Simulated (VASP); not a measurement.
# AlAs (F-43m) in VASP: a series of runs

Runs on AlAs. Level: PBE+D4. Tasks: single point.

All numbers are computed with VASP 6.6.1; they aren't measurements. Logs are shortened: lines on timing, memory, paths and dates and some standing lists are left out, and cuts for length are marked.

### 1 The cell of the first run

It takes space group F-43m (No. 216, cubic). Conventional cell: a = 5.661 Å, b = 5.661 Å, c = 5.661 Å, α = 90.00°, β = 90.00°, γ = 90.00°. Within 3.2 Å of Al (site symmetry -43m) lie 4 As at 2.45 Å. As (site symmetry -43m) has 4 Al at 2.45 Å within 3.2 Å.

### 2 Single point, PBE+D4

INCAR reads:

```
  ALGO = Normal
  EDIFF = 1E-6
  ENCUT = 500
  GGA = PE
  GGA_COMPAT = False
  ISIF = 2
  ISMEAR = 0
  IVDW = 13
  LASPH = True
  LCHARG = False
  LREAL = False
  LWAVE = False
  NBANDS = 11
  NELM = 120
  PREC = Accurate
  SIGMA = 0.01
```

KPOINTS reads:

```
k-points
0
Gamma
  7 7 7
```

POSCAR reads:

```
AlAs
1.0
    0.0000000000      2.8304000000      2.8304000000
    2.8304000000      0.0000000000      2.8304000000
    2.8304000000      2.8304000000      0.0000000000
Al As
1 1
Direct
    0.0000000000      0.0000000000      0.0000000000
    0.2500000000      0.2500000000      0.2500000000
```

Potentials or basis: VASP PAW PBE potentials, release 64 (Al, As).

Command:

```bash
$ cat potpaw_PBE.64/Al/POTCAR potpaw_PBE.64/As/POTCAR > POTCAR
$ mpirun -np 1 vasp_std > vasp.out
```

OUTCAR:

```text
EDIFF = 1E-6
   ENCUT = 500
   GGA = PE
   ISIF = 2
   ISMEAR = 0
   IVDW = 13
   LASPH = True
   LREAL = False
   NELM = 120
   PREC = Accurate

 ion  position               nearest neighbor table
   1  0.000  0.000  0.000-   2 2.45   2 2.45   2 2.45   2 2.45
   2  0.250  0.250  0.250-   1 2.45   1 2.45   1 2.45   1 2.45

  LATTYP: Found a face centered cubic cell.
 ALAT       =     5.6608000000

  Lattice vectors:

 A1 = (   0.0000000000,   2.8304000000,   2.8304000000)
 A2 = (   2.8304000000,   0.0000000000,   2.8304000000)
 A3 = (   2.8304000000,   2.8304000000,   0.0000000000)

Analysis of symmetry for initial positions (statically):
=====================================================================
 Subroutine PRICEL returns:
 Original cell was already a primitive cell.

 Routine SETGRP: Setting up the symmetry group for a
 face centered cubic supercell.

 Subroutine GETGRP returns: Found 24 space group operations
 (whereof 24 operations were pure point group operations)
 out of a pool of 48 trial point group operations.

The static configuration has the point symmetry T_d .

Analysis of symmetry for dynamics (positions and initial velocities):
=====================================================================
 Subroutine PRICEL returns:
 Original cell was already a primitive cell.

 Routine SETGRP: Setting up the symmetry group for a
 face centered cubic supercell.

 Subroutine GETGRP returns: Found 24 space group operations
 (whereof 24 operations were pure point group operations)
 out of a pool of 48 trial point group operations.

The dynamic configuration has the point symmetry T_d .

 Subroutine INISYM returns: Found 24 space group operations
 (whereof 24 operations are pure point group operations),
 and found     1 'primitive' translations

----------------------------------------------------------------------------------------

                                     Primitive cell

  volume of cell :      45.3496

  direct lattice vectors                    reciprocal lattice vectors
     0.000000000  2.830400000  2.830400000    -0.176653477  0.176653477  0.176653477
     2.830400000  0.000000000  2.830400000     0.176653477 -0.176653477  0.176653477
     2.830400000  2.830400000  0.000000000     0.176653477  0.176653477 -0.176653477

  length of vectors
     4.002790067  4.002790067  4.002790067     0.305972797  0.305972797  0.305972797

  position of ions in fractional coordinates (direct lattice)
     0.000000000  0.000000000  0.000000000
     0.250000000  0.250000000  0.250000000

  ion indices of the primitive-cell ions
   primitive index   ion index
                 1           1
                 2           2

----------------------------------------------------------------------------------------

 KPOINTS: k-points

Automatic generation of k-mesh.
 Grid dimensions read from file:
 generate k-points for:    7    7    7

 Generating k-lattice:

  Cartesian coordinates                     Fractional coordinates (reciprocal lattice)
    -0.025236211  0.025236211  0.025236211     0.142857143  0.000000000  0.000000000
     0.025236211 -0.025236211  0.025236211     0.000000000  0.142857143  0.000000000
     0.025236211  0.025236211 -0.025236211     0.000000000  0.000000000  0.142857143

  Length of vectors
     0.043710400  0.043710400  0.043710400

  Shift w.r.t. Gamma in fractional coordinates (k-lattice)
     0.000000000  0.000000000  0.000000000

 Subroutine IBZKPT returns following result:
 ===========================================

 Found     20 irreducible k-points:

 Following reciprocal coordinates:
            Coordinates               Weight
  0.000000  0.000000  0.000000      1.000000
  0.142857  0.000000  0.000000      8.000000
  0.285714  0.000000  0.000000      8.000000
  0.428571  0.000000  0.000000      8.000000
  0.142857  0.142857  0.000000      6.000000
  0.285714  0.142857  0.000000     24.000000
[... 12 lines left out ...]
 -0.428571  0.428571  0.142857     24.000000
 -0.285714  0.428571  0.142857     24.000000
   k-points           NKPTS =     20   k-points in BZ     NKDIM =     20   number of bands    NBANDS=     11
   number of dos      NEDOS =    301   number of ions     NIONS =      2
   total plane-waves  NPLWV =  27000
   dimension x,y,z NGX =    30 NGY =   30 NGZ =   30
   dimension x,y,z NGXF=    60 NGYF=   60 NGZF=   60
   ions per type =               1   1
   NGX,Y,Z   is equivalent  to a cutoff of  12.46, 12.46, 12.46 a.u.
   NGXF,Y,Z  is equivalent  to a cutoff of  24.92, 24.92, 24.92 a.u.
 SYSTEM =  unknown system
   PREC   = accura    normal or accurate (medium, high low for compatibility)
   ISTART =      0    job   : 0-new  1-cont  2-samecut
   ICHARG =      2    charge: 1-file 2-atom 10-const
   ISPIN  =      1    spin polarized calculation?
   LNONCOLLINEAR =      F non collinear calculations
   LSORBIT =      F    spin-orbit coupling
   LASPH  =      T    aspherical Exc in radial PAW
   ENCUT  =  500.0 eV  36.75 Ry    6.06 a.u.   7.30  7.30  7.30*2*pi/ulx,y,z
   NELM   =    120;   NELMIN=  2; NELMDL= -5     # of ELM steps
   EDIFF  = 0.1E-05   stopping-criterion for ELM
   LREAL  =      F    real-space projection
   EDIFFG = 0.1E-04   stopping-criterion for IOM
   NSW    =      0    number of steps for IOM
   IBRION =     -1    ionic relax: 0-MD 1-quasi-New 2-CG
   NFREE  =      0    steps in history (QN), initial steepest desc. (CG)
   ISIF   =      2    stress and relaxation
   ISYM   =      2    0-nonsym 1-usesym 2-fastsym
   POTIM  = 0.5000    time-step for ionic-motion
   TEBEG  =    0.0;   TEEND  =   0.0 temperature during run
   PSTRESS=    0.0 pullay stress
   NELECT =       8.0000    total number of electrons
   NUPDOWN=      -1.0000    fix difference up-down
   EMIN   =  10.00;   EMAX   =-10.00  energy-range for DOS
   EFERMI =   0.00;   METHOD = LEGACY
   ISMEAR =     0;   SIGMA  =   0.01  broadening in eV -4-tet -1-fermi 0-gaus
   EFERMI_NEDOS =   21; number of points for ismear=-14 and -15
   IALGO  =     38    algorithm
   IMIX   =      4    mixing-type and parameters
     AMIX     =   0.40;   BMIX     =  1.00
     AMIX_MAG =   1.60;   BMIX_MAG =  1.00
  volume/ion in A,a.u.               =      22.67       153.02
  Fermi-wavevector in a.u.,A,eV,Ry     =   0.918150  1.735052 11.469706  0.843000
  Thomas-Fermi vector in A             =   2.043199
   LORBIT       =      0    0 simple, 1 ext, 2 COOP (PROOUT), +10 PAW based schemes
   GGA     = PE    functional components
   LHFCALC =     F    Hartree Fock is set to
   AEXX    =    0.0000 exact exchange contribution
   IVDW    =    13    specifies the selected vdW correction
   LEPSILON=     F    determine dielectric tensor
   LRPA    =     F    only Hartree local field effects (RPA)
 non-spin polarized calculation
 Gauss-broadening in eV      SIGMA  =   0.01
  energy-cutoff  :      500.00
  volume of cell :       45.35
 maximum number of plane-waves:      1173
 NGX is ok and might be reduce to    30
   NGX = 15   NGY = 15   NGZ = 15

 number of electron       8.0000000 magnetization

 Free energy of the ion-electron system (eV)
  ---------------------------------------------------
  ext. energy  EPLUGINS =         0.00000000
  ---------------------------------------------------
  free energy    TOTEN  =        -9.37066740 eV

  energy without entropy =       -9.37066740  energy(sigma->0) =       -9.37066740

 E-fermi :   4.0013     XC(G=0):  -9.0409

 val. band max:        3.8910082030   @ k =   0.0000   0.0000   0.0000
 cond. band min:       5.4346534263   @ k =   0.4286   0.4286   0.0000
 fundamental gap:      1.5436452233
 Fermi energy:         4.0012615213

 k-point     1 :       0.0000    0.0000    0.0000
  band No.  band energies     occupation
      1      -7.9738      2.00000
      2       3.8910      2.00000
      3       3.8910      2.00000
      4       3.8910      2.00000
      5       5.9518      0.00000
      6       8.1770      0.00000
      7       8.1770      0.00000
      8       8.1770      0.00000
      9      12.7611      0.00000
     10      12.9014      0.00000
     11      12.9014      0.00000

 k-point     2 :       0.1429    0.0000    0.0000
  band No.  band energies     occupation
      1      -7.7750      2.00000
      2       2.1785      2.00000
      3       3.6875      2.00000
      4       3.6875      2.00000
      5       6.7233      0.00000
      6       8.5266      0.00000
      7       8.5266      0.00000
      8       8.7808      0.00000
      9      12.2096      0.00000
     10      12.2096      0.00000
     11      13.5893      0.00000

 k-point     3 :       0.2857    0.0000    0.0000
  band No.  band energies     occupation
      1      -7.2406      2.00000
      2       0.0010      2.00000
      3       3.3262      2.00000
      4       3.3262      2.00000
      5       6.3965      0.00000
      6       8.8027      0.00000
      7       8.8027      0.00000
      8      10.8664      0.00000
      9      12.4378      0.00000
     10      12.4378      0.00000
     11      13.1792      0.00000

 k-point     4 :       0.4286    0.0000    0.0000
  band No.  band energies     occupation
      1      -6.6582      2.00000
      2      -1.4636      2.00000
      3       3.0959      2.00000
      4       3.0959      2.00000
      5       6.0767      0.00000
      6       8.6117      0.00000
      7       8.6117      0.00000
      8      11.6540      0.00000
      9      14.3506      0.00000
     10      14.3506      0.00000
     11      14.3785      0.00000

 k-point     5 :       0.1429    0.1429    0.0000
  band No.  band energies     occupation
      1      -7.7081      2.00000
      2       2.2449      2.00000
      3       3.2715      2.00000
      4       3.2715      2.00000
      5       7.3799      0.00000
      6       7.5977      0.00000
      7       9.2002      0.00000
      8       9.2002      0.00000
      9      11.0348      0.00000
     10      13.2594      0.00000
     11      14.1442      0.00000
[... 155 lines left out ...]
 k-point    17 :       0.4286    0.2857    0.1429
  band No.  band energies     occupation
      1      -6.8053      2.00000
      2      -0.3027      2.00000
      3       1.5827      2.00000
      4       2.6407      2.00000
      5       7.4893      0.00000
      6       8.2877      0.00000
      7       9.0769      0.00000
      8      10.9877      0.00000
      9      12.5308      0.00000
     10      14.9864      0.00000
     11      16.1702      0.00000

 k-point    18 :      -0.4286    0.2857    0.1429
  band No.  band energies     occupation
      1      -6.3104      2.00000
      2      -1.1597      2.00000
      3       1.0126      2.00000
      4       2.2161      2.00000
      5       7.6711      0.00000
      6       8.3389      0.00000
      7      10.1028      0.00000
      8      11.3286      0.00000
      9      12.8646      0.00000
     10      14.5054      0.00000
     11      16.3940      0.00000

 k-point    19 :      -0.4286    0.4286    0.1429
  band No.  band energies     occupation
      1      -6.1065      2.00000
      2      -1.2135      2.00000
      3       1.1002      2.00000
      4       1.4982      2.00000
      5       6.7661      0.00000
      6       7.6791      0.00000
      7      10.7405      0.00000
      8      13.1497      0.00000
      9      13.7226      0.00000
     10      15.4243      0.00000
     11      17.1598      0.00000

 k-point    20 :      -0.2857    0.4286    0.1429
  band No.  band energies     occupation
      1      -6.0233      2.00000
      2      -1.2012      2.00000
      3       0.5075      2.00000
      4       1.5754      2.00000
      5       7.4023      0.00000
      6       9.4345      0.00000
      7      10.2180      0.00000
      8      10.7068      0.00000
      9      13.5381      0.00000
     10      14.8796      0.00000
     11      17.5726      0.00000

------------------------ aborting loop because EDIFF is reached ----------------------------------------

  DFT-D4 for vdW energy calculation

  Edisp (eV):   -0.67380

  FORCE on cell =-STRESS in cart. coord.  units (eV):
  Direction    XX          YY          ZZ          XY          YZ          ZX
  --------------------------------------------------------------------------------------
  -------------------------------------------------------------------------------------
  Total       0.08723     0.08723     0.08723     0.00000     0.00000     0.00000
  in kB       3.08186     3.08186     3.08186     0.00000     0.00000     0.00000
  external pressure =        3.08 kB  Pullay stress =        0.00 kB

 VOLUME and BASIS-vectors are now :
 -----------------------------------------------------------------------------
  energy-cutoff  :      500.00
  volume of cell :       45.35
      direct lattice vectors                 reciprocal lattice vectors
     0.000000000  2.830400000  2.830400000    -0.176653477  0.176653477  0.176653477
     2.830400000  0.000000000  2.830400000     0.176653477 -0.176653477  0.176653477
     2.830400000  2.830400000  0.000000000     0.176653477  0.176653477 -0.176653477

 POSITION                                       TOTAL-FORCE (eV/Angst)
 -----------------------------------------------------------------------------------
      0.00000      0.00000      0.00000         0.000000      0.000000      0.000000
      1.41520      1.41520      1.41520        -0.000000     -0.000000     -0.000000
 -----------------------------------------------------------------------------------
    total drift:                               -0.000000     -0.000000     -0.000000

  FREE ENERGIE OF THE ION-ELECTRON SYSTEM (eV)
  ---------------------------------------------------
  free  energy   TOTEN  =       -10.0444710506 eV

  energy  without entropy=      -10.0444710506  energy(sigma->0) =      -10.04447105
```

Wall time 6.7 s (1 thread of Intel Xeon 6975P-C (Granite Rapids), shared host); peak memory 0.17 GiB.

What came out:

```
Free energy                : -10.0445 eV
Pressure                   : 0.3 GPa
Band gap on the k mesh     : 1.54 eV, indirect (least direct gap 2.06 eV)
Dispersion energy per atom : -0.337 eV
```

Levels at points of the mesh, in eV from the valence-band top:
```
           k point  band 1  band 2  band 3  band 4  band 5  band 6  band 7  band 8  band 9
(0.00, 0.00, 0.00)  -11.86    0.00    0.00    0.00    2.06    4.29    4.29    4.29    8.87
```

A k mesh can miss the band edges. A hybrid or GW would open this gap; PBE tends to underestimate it.

### 3 Single point, PBE+D4

INCAR reads:

```
SYSTEM = AlAs
PREC     = Accurate       ! precision mode
ENCUT    = 500            ! plane-wave cutoff, eV
EDIFF    = 1E-6           ! SCF threshold, eV
ISMEAR   = 0              ! smearing method
SIGMA    = 0.01           ! smearing width, eV
LREAL    = .False.        ! projectors in reciprocal space
LASPH    = .True.         ! aspherical terms in the spheres
NELM     = 120            ! most SCF steps
ALGO     = Normal         ! electronic algorithm
ISIF     = 2              ! what is computed and relaxed
LWAVE    = .False.        ! write WAVECAR
LCHARG   = .False.        ! write CHGCAR
GGA      = PE             ! functional
IVDW     = 13             ! dispersion correction
NBANDS   = 11             ! bands
GGA_COMPAT= .False.
```

KPOINTS reads:

```
regular mesh
0
Gamma
  7 7 7
  0 0 0
```

POSCAR is that of step 2.

Potentials or basis: VASP PAW PBE potentials, release 64 (Al, As).

Command:

```bash
$ cat potpaw_PBE.64/Al/POTCAR potpaw_PBE.64/As/POTCAR > POTCAR
$ mpirun -np 1 vasp_std > vasp.out
```

Wall time 5.9 s (1 thread of Intel Xeon 6975P-C (Granite Rapids), shared host); peak memory 0.16 GiB.

It converged, with:

```
Free energy                : -10.0445 eV
Pressure                   : 0.3 GPa
Band gap on the k mesh     : 1.54 eV, indirect (least direct gap 2.06 eV)
Dispersion energy per atom : -0.337 eV
```

Levels at points of the mesh, in eV from the valence-band top:
```csv
k point,band 1,band 2,band 3,band 4,band 5,band 6,band 7,band 8,band 9
"(0.00, 0.00, 0.00)",-11.86,0.00,0.00,0.00,2.06,4.29,4.29,4.29,8.87
```

A k mesh can miss the band edges. A hybrid or GW would open this gap; PBE tends to underestimate it.
